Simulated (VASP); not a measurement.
# GaP (gw) (F-43m) in VASP: G0W0 quasiparticle levels with PBEsol

Aim: the G0W0 quasiparticle levels of GaP (gw) with PBEsol.

Program: VASP 6.6.1. These are calculated values, not measurements. Logs are shortened: lines on timing, memory, paths and dates and some standing lists are left out, and cuts for length are marked.

## (1) The cell of the first run

The structure is cubic, space group F-43m (No. 216). The conventional cell has a = 5.438 Å, b = 5.438 Å, c = 5.438 Å, α = 90.00°, β = 90.00°, γ = 90.00°. Within 3.1 Å of Ga (site symmetry -43m) lie 4 P at 2.35 Å. Within 3.1 Å of P (site symmetry -43m) lie 4 Ga at 2.35 Å.

## (2) G0W0 quasiparticle levels, PBEsol

Contents of POSCAR:

```
GaP
1.0
    0.0000000000      2.7192248560      2.7192248560
    2.7192248560      0.0000000000      2.7192248560
    2.7192248560      2.7192248560      0.0000000000
Ga P
1 1
Direct
    0.0000000000      0.0000000000      0.0000000000
    0.2500000000      0.2500000000      0.2500000000
```

Contents of INCAR.step1:

```
SYSTEM = GaP
  ALGO = Normal
  EDIFF = 1E-8
  ENCUT = 500
  GGA = PS
  ISMEAR = 0
  LASPH = .True.
  LCHARG = .False.
  LREAL = .False.
  LWAVE = .True.
  NELM = 80
  PREC = Accurate
  SIGMA = 0.01
```

Contents of INCAR.step2:

```
SYSTEM = GaP
  ALGO = Exact
  EDIFF = 1E-8
  ENCUT = 500
  GGA = PS
  ISMEAR = 0
  ISTART = 1
  LASPH = .True.
  LCHARG = .False.
  LOPTICS = .True.
  LREAL = .False.
  LWAVE = .True.
  NBANDS = 100
  NELM = 1
  PREC = Accurate
  SIGMA = 0.01
```

Contents of INCAR.step3:

```
SYSTEM = GaP
  ALGO = EVGW0
  EDIFF = 1E-8
  ENCUT = 500
  ENCUTGW = 100.0
  GGA = PS
  ISMEAR = 0
  ISTART = 1
  LASPH = .True.
  LCHARG = .False.
  LREAL = .False.
  LWAVE = .False.
  NBANDS = 100
  NBANDSGW = 17
  NELMGW = 1
  NOMEGA = 48
  PREC = Accurate
  PRECFOCK = Fast
  SIGMA = 0.01
```

Contents of KPOINTS:

```
k-points
0
Gamma
  4 4 4
  0 0 0
```

Potentials or basis: VASP PAW PBE potentials, release 64 (Ga_d_GW, P_GW).

On the command line:

```sh
cat potpaw_PBE.64/Ga_d_GW/POTCAR potpaw_PBE.64/P_GW/POTCAR > POTCAR
cp INCAR.step1 INCAR
mpirun -np 1 vasp_std > vasp.out
cp INCAR.step2 INCAR
mpirun -np 1 vasp_std > vasp.out
cp INCAR.step3 INCAR
mpirun -np 1 vasp_std > vasp.out
```

OUTCAR:

```text
SYSTEM = GaP
   EDIFF = 1E-8
   ENCUT = 500
   ENCUTGW = 100.0
   GGA = PS
   ISMEAR = 0
   ISTART = 1
   LASPH = .True.
   LREAL = .False.
   NELMGW = 1
   PREC = Accurate
   PRECFOCK = Fast

 ion  position               nearest neighbor table
   1  0.000  0.000  0.000-   2 2.35   2 2.35   2 2.35   2 2.35
   2  0.250  0.250  0.250-   1 2.35   1 2.35   1 2.35   1 2.35

  LATTYP: Found a face centered cubic cell.
 ALAT       =     5.4384497120

  Lattice vectors:

 A1 = (   0.0000000000,   2.7192248560,   2.7192248560)
 A2 = (   2.7192248560,   0.0000000000,   2.7192248560)
 A3 = (   2.7192248560,   2.7192248560,   0.0000000000)

Analysis of symmetry for initial positions (statically):
=====================================================================
 Subroutine PRICEL returns:
 Original cell was already a primitive cell.

 Routine SETGRP: Setting up the symmetry group for a
 face centered cubic supercell.

 Subroutine GETGRP returns: Found 24 space group operations
 (whereof 24 operations were pure point group operations)
 out of a pool of 48 trial point group operations.

The static configuration has the point symmetry T_d .

Analysis of symmetry for dynamics (positions and initial velocities):
=====================================================================
 Subroutine PRICEL returns:
 Original cell was already a primitive cell.

 Routine SETGRP: Setting up the symmetry group for a
 face centered cubic supercell.

 Subroutine GETGRP returns: Found 24 space group operations
 (whereof 24 operations were pure point group operations)
 out of a pool of 48 trial point group operations.

The dynamic configuration has the point symmetry T_d .

 Subroutine INISYM returns: Found 24 space group operations
 (whereof 24 operations are pure point group operations),
 and found     1 'primitive' translations

----------------------------------------------------------------------------------------

                                     Primitive cell

  volume of cell :      40.2129

  direct lattice vectors                    reciprocal lattice vectors
     0.000000000  2.719224856  2.719224856    -0.183875930  0.183875930  0.183875930
     2.719224856  0.000000000  2.719224856     0.183875930 -0.183875930  0.183875930
     2.719224856  2.719224856  0.000000000     0.183875930  0.183875930 -0.183875930

  length of vectors
     3.845564670  3.845564670  3.845564670     0.318482454  0.318482454  0.318482454

  position of ions in fractional coordinates (direct lattice)
     0.000000000  0.000000000  0.000000000
     0.250000000  0.250000000  0.250000000

  ion indices of the primitive-cell ions
   primitive index   ion index
                 1           1
                 2           2

----------------------------------------------------------------------------------------

 KPOINTS: k-points

Automatic generation of k-mesh.
 Grid dimensions read from file:
 generate k-points for:    4    4    4

 Generating k-lattice:

  Cartesian coordinates                     Fractional coordinates (reciprocal lattice)
    -0.045968983  0.045968983  0.045968983     0.250000000  0.000000000  0.000000000
     0.045968983 -0.045968983  0.045968983     0.000000000  0.250000000  0.000000000
     0.045968983  0.045968983 -0.045968983     0.000000000  0.000000000  0.250000000

  Length of vectors
     0.079620613  0.079620613  0.079620613

  Shift w.r.t. Gamma in fractional coordinates (k-lattice)
     0.000000000  0.000000000  0.000000000

 Subroutine IBZKPT returns following result:
 ===========================================

 Found      8 irreducible k-points:

 Following reciprocal coordinates:
            Coordinates               Weight
  0.000000  0.000000  0.000000      1.000000
  0.250000  0.000000  0.000000      8.000000
  0.500000  0.000000  0.000000      4.000000
  0.250000  0.250000  0.000000      6.000000
  0.500000  0.250000  0.000000     24.000000
 -0.250000  0.250000  0.000000     12.000000
  0.500000  0.500000  0.000000      3.000000
 -0.250000  0.500000  0.250000      6.000000
   k-points           NKPTS =      8   k-points in BZ     NKDIM =     64   number of bands    NBANDS=    100
   number of dos      NEDOS =    301   number of ions     NIONS =      2
   total plane-waves  NPLWV =  21952
   dimension x,y,z NGX =    28 NGY =   28 NGZ =   28
   dimension x,y,z NGXF=    56 NGYF=   56 NGZF=   56
   ions per type =               1   1
   NGX,Y,Z   is equivalent  to a cutoff of  12.10, 12.10, 12.10 a.u.
   NGXF,Y,Z  is equivalent  to a cutoff of  24.21, 24.21, 24.21 a.u.
 SYSTEM =  GaP
   PREC   = accura    normal or accurate (medium, high low for compatibility)
   ISTART =      1    job   : 0-new  1-cont  2-samecut
   ICHARG =      0    charge: 1-file 2-atom 10-const
   ISPIN  =      1    spin polarized calculation?
   LNONCOLLINEAR =      F non collinear calculations
   LSORBIT =      F    spin-orbit coupling
   LASPH  =      T    aspherical Exc in radial PAW
   ENCUT  =  500.0 eV  36.75 Ry    6.06 a.u.   7.01  7.01  7.01*2*pi/ulx,y,z
   NELM   =     60;   NELMIN=  2; NELMDL=  0     # of ELM steps
   EDIFF  = 0.1E-07   stopping-criterion for ELM
   LREAL  =      F    real-space projection
   EDIFFG = 0.1E-06   stopping-criterion for IOM
   NSW    =      0    number of steps for IOM
   IBRION =     -1    ionic relax: 0-MD 1-quasi-New 2-CG
   NFREE  =      0    steps in history (QN), initial steepest desc. (CG)
   ISIF   =      0    stress and relaxation
   ISYM   =      3    0-nonsym 1-usesym 2-fastsym
   POTIM  = 0.5000    time-step for ionic-motion
   TEBEG  =    0.0;   TEEND  =   0.0 temperature during run
   PSTRESS=    0.0 pullay stress
   NELECT =      18.0000    total number of electrons
   NUPDOWN=      -1.0000    fix difference up-down
   EMIN   =  10.00;   EMAX   =-10.00  energy-range for DOS
   EFERMI =   0.00;   METHOD = LEGACY
   ISMEAR =     0;   SIGMA  =   0.01  broadening in eV -4-tet -1-fermi 0-gaus
   EFERMI_NEDOS =   21; number of points for ismear=-14 and -15
   IALGO  =     38    algorithm
   IMIX   =      4    mixing-type and parameters
     AMIX     =   0.40;   BMIX     =  1.00
     AMIX_MAG =   1.60;   BMIX_MAG =  1.00
  volume/ion in A,a.u.               =      20.11       135.69
  Fermi-wavevector in a.u.,A,eV,Ry     =   1.252306  2.366516 21.337621  1.568271
  Thomas-Fermi vector in A             =   2.386213
   LORBIT       =      0    0 simple, 1 ext, 2 COOP (PROOUT), +10 PAW based schemes
   GGA     = PS    functional components
   LHFCALC =     T    Hartree Fock is set to
   PRECFOCK=fast      Normal, Fast or Accurate (Low or Medium for compatibility)
   ENCUT4O =  -1.0   cutoff for four orbital integrals eV
   NKREDX  =     1    reduce k-point grid by
   NKREDY  =     1    reduce k-point grid by
   NKREDZ  =     1    reduce k-point grid by
   AEXX    =    1.0000 exact exchange contribution
   HFSCREEN=    0.0000 screening length (either q_TF or 0.3 A-1)
   HFSCREENC=   0.0000 screening length for correlation (either q_TF or 0.3 A-1)
   ENCUTFOCK=  -1.0 apply spherical cutoff to Coloumb kernel
   IVDW    =     0    specifies the selected vdW correction
   LEPSILON=     F    determine dielectric tensor
   LRPA    =     F    only Hartree local field effects (RPA)
   LRPAFORCE           =     F    calculate RPA forces
   ENCUTGW             = 100.0    cutoff for response function in eV
   ENCUTGWSOFT         =  80.0    soft cutoff for Coulomb kernel in GW response function in eV
   ENCUTLF             =  -1.0    cutoff for local field effects
   NELMGW              =     1    number of iterations in solving QP/BSE equation
   NELMHF              =     1    number of iterations in the inner HF iteration
   NKREDLFX            =     1    NKREDLFY  =   1   NKREDLFZ  =   1
 non-spin polarized calculation
 Gauss-broadening in eV      SIGMA  =   0.01
  energy-cutoff  :      500.00
  volume of cell :       40.21
 maximum number of plane-waves:      1036
  NGX = 16; NGY = 16; NGZ = 16
   NGX = 13   NGY = 13   NGZ = 13
 maximum number of plane-waves:       100
 NGX is ok and might be reduce to    14

 QP shifts <psi_nk| G(iteration)W_0 |psi_nk>: iteration 1
 for sc-GW calculations column KS-energies equals QP-energies in previous step
 and V_xc(KS)=  KS-energies - (<T + V_ion + V_H > + <T+V_H+V_ion>^1  + <V_x>^1)

 k-point   1 :       0.0000    0.0000    0.0000
  band No.  KS-energies  QP-energies   sigma(KS)   V_xc(KS)     V^pw_x(r,r')   Z            occupation Imag(sigma)

      1     -10.2162     -12.9468     -25.6121     -21.6445     -34.9680       0.6882       2.0000       0.2404
      2     -10.2162     -12.9468     -25.6121     -21.6445     -34.9680       0.6882       2.0000       0.2404
      3     -10.2162     -12.9468     -25.6121     -21.6445     -34.9680       0.6882       2.0000       0.2404
      4     -10.1151     -12.8820     -25.7812     -21.7694     -35.1077       0.6897       2.0000       0.2051
      5     -10.1151     -12.8820     -25.7812     -21.7694     -35.1077       0.6897       2.0000       0.2051
      6      -8.1972      -8.5806     -12.0047     -11.4121     -18.6549       0.6471       2.0000       1.0603
[... 9 lines left out ...]
     16      14.0622      14.4274     -10.4517     -10.9406      -5.0216       0.7471       0.0000      -0.2704
     17      16.6542      16.7479      -8.3704      -8.4942      -2.4587       0.7570       0.0000      -0.4970

 k-point   2 :       0.2500    0.0000    0.0000
  band No.  KS-energies  QP-energies   sigma(KS)   V_xc(KS)     V^pw_x(r,r')   Z            occupation Imag(sigma)

      1     -10.2609     -12.9250     -25.2963     -21.4139     -34.6248       0.6862       2.0000       0.2628
      2     -10.2014     -12.9373     -25.6449     -21.6721     -35.0028       0.6887       2.0000       0.2389
      3     -10.2014     -12.9373     -25.6449     -21.6721     -35.0028       0.6887       2.0000       0.2389
      4     -10.1143     -12.8881     -25.7819     -21.7715     -35.1121       0.6916       2.0000       0.2053
      5     -10.1143     -12.8881     -25.7819     -21.7715     -35.1121       0.6916       2.0000       0.2053
      6      -7.4087      -7.8496     -12.4325     -11.7809     -18.8567       0.6765       2.0000       0.9876
[... 9 lines left out ...]
     16      14.0911      14.2047      -8.0981      -8.2479      -2.5086       0.7584       0.0000      -0.3447
     17      17.3153      17.5732      -9.0857      -9.4300      -2.9920       0.7490       0.0000      -0.5663

 k-point   3 :       0.5000    0.0000    0.0000
  band No.  KS-energies  QP-energies   sigma(KS)   V_xc(KS)     V^pw_x(r,r')   Z            occupation Imag(sigma)

      1     -10.2989     -12.9202     -25.1018     -21.2727     -34.4159       0.6846       2.0000       0.2777
      2     -10.1913     -12.9303     -25.6604     -21.6845     -35.0156       0.6889       2.0000       0.2370
      3     -10.1913     -12.9303     -25.6604     -21.6845     -35.0156       0.6889       2.0000       0.2370
      4     -10.1080     -12.8882     -25.7995     -21.7895     -35.1386       0.6933       2.0000       0.2067
      5     -10.1080     -12.8882     -25.7995     -21.7895     -35.1386       0.6933       2.0000       0.2067
      6      -6.0812      -6.5610     -13.1664     -12.4786     -19.2237       0.6975       2.0000       0.8363
[... 9 lines left out ...]
     16      15.9572      16.3632     -10.4811     -11.0218      -4.3476       0.7508       0.0000      -0.5014
     17      17.8871      18.1229     -10.2768     -10.5907      -3.9746       0.7511       0.0000      -0.6827

 k-point   4 :       0.2500    0.2500    0.0000
  band No.  KS-energies  QP-energies   sigma(KS)   V_xc(KS)     V^pw_x(r,r')   Z            occupation Imag(sigma)

      1     -10.2844     -12.9360     -25.2458     -21.3784     -34.5751       0.6856       2.0000       0.2663
      2     -10.1841     -12.9342     -25.6890     -21.7078     -35.0513       0.6908       2.0000       0.2373
      3     -10.1841     -12.9342     -25.6890     -21.7078     -35.0513       0.6908       2.0000       0.2373
      4     -10.1325     -12.8773     -25.7189     -21.7196     -35.0395       0.6863       2.0000       0.2079
      5     -10.1043     -12.8879     -25.8021     -21.7902     -35.1375       0.6938       2.0000       0.2043
      6      -7.1437      -7.5758     -12.4739     -11.8286     -18.8090       0.6695       2.0000       0.9615
[... 37 lines left out ...]
      2     -10.1872     -12.9334     -25.6734     -21.6909     -35.0267       0.6896       2.0000       0.2345
      3     -10.1820     -12.9330     -25.6916     -21.7128     -35.0558       0.6914       2.0000       0.2383
      4     -10.1172     -12.8812     -25.7688     -21.7616     -35.0988       0.6898       2.0000       0.2053
      5     -10.1138     -12.8899     -25.7761     -21.7678     -35.1092       0.6926       2.0000       0.2062
      6      -6.2808      -6.7410     -12.8862     -12.2157     -18.9647       0.6863       2.0000       0.8521
[... 9 lines left out ...]
     16      17.6076      18.0019     -10.5483     -11.0763      -4.0778       0.7467       0.0000      -0.6597
     17      17.8412      18.0947      -8.9805      -9.3178      -2.8641       0.7517       0.0000      -0.5646

 k-point   7 :       0.5000    0.5000    0.0000
  band No.  KS-energies  QP-energies   sigma(KS)   V_xc(KS)     V^pw_x(r,r')   Z            occupation Imag(sigma)

      1     -10.3352     -12.9403     -25.0823     -21.2619     -34.4057       0.6819       2.0000       0.2789
      2     -10.1530     -12.8859     -25.6454     -21.6612     -34.9592       0.6859       2.0000       0.2121
      3     -10.1499     -12.9272     -25.7715     -21.7782     -35.1428       0.6955       2.0000       0.2342
      4     -10.1499     -12.9272     -25.7715     -21.7782     -35.1428       0.6955       2.0000       0.2342
      5     -10.0933     -12.8859     -25.8214     -21.8110     -35.1652       0.6963       2.0000       0.2028
      6      -5.1553      -5.6011     -13.3154     -12.6696     -19.1007       0.6903       2.0000       0.7240
[... 9 lines left out ...]
     16      17.2256      17.5731     -10.7407     -11.1984      -4.6424       0.7593       0.0000      -0.5779
     17      17.2256      17.5731     -10.7407     -11.1984      -4.6424       0.7593       0.0000      -0.5779

 k-point   8 :      -0.2500    0.5000    0.2500
  band No.  KS-energies  QP-energies   sigma(KS)   V_xc(KS)     V^pw_x(r,r')   Z            occupation Imag(sigma)

      1     -10.3155     -12.9150     -25.0939     -21.2789     -34.4238       0.6814       2.0000       0.2804
      2     -10.1777     -12.9352     -25.7093     -21.7210     -35.0681       0.6914       2.0000       0.2332
      3     -10.1558     -12.9144     -25.7236     -21.7384     -35.0850       0.6922       2.0000       0.2317
      4     -10.1314     -12.8874     -25.7447     -21.7426     -35.0752       0.6886       2.0000       0.2097
      5     -10.1067     -12.8813     -25.7861     -21.7796     -35.1225       0.6925       2.0000       0.2041
      6      -5.0561      -5.5222     -13.5179     -12.8505     -19.3056       0.6983       2.0000       0.7092
[... 9 lines left out ...]
     16      18.0304      18.5088     -10.6498     -11.2955      -4.0419       0.7410       0.0000      -0.6733
     17      18.1443      18.4189     -10.0319     -10.3974      -3.7184       0.7513       0.0000      -0.6666
```

Run time: 5 min. Hardware: 1 thread of Intel Xeon 8259CL, shared host; peak memory 0.37 GiB.

What came out:

- Band gap on the k mesh, mean-field level: 1.47 eV, indirect (least direct gap 1.79 eV)
- Quasiparticle gap: 2.01 eV
- Least direct quasiparticle gap: 2.75 eV

Caveat: the k points lie up to 0.50 Å⁻¹ apart; bands, screening cutoff and mesh are small and nothing is extrapolated, so the quasiparticle values aren't converged. A k mesh can miss the band edges.
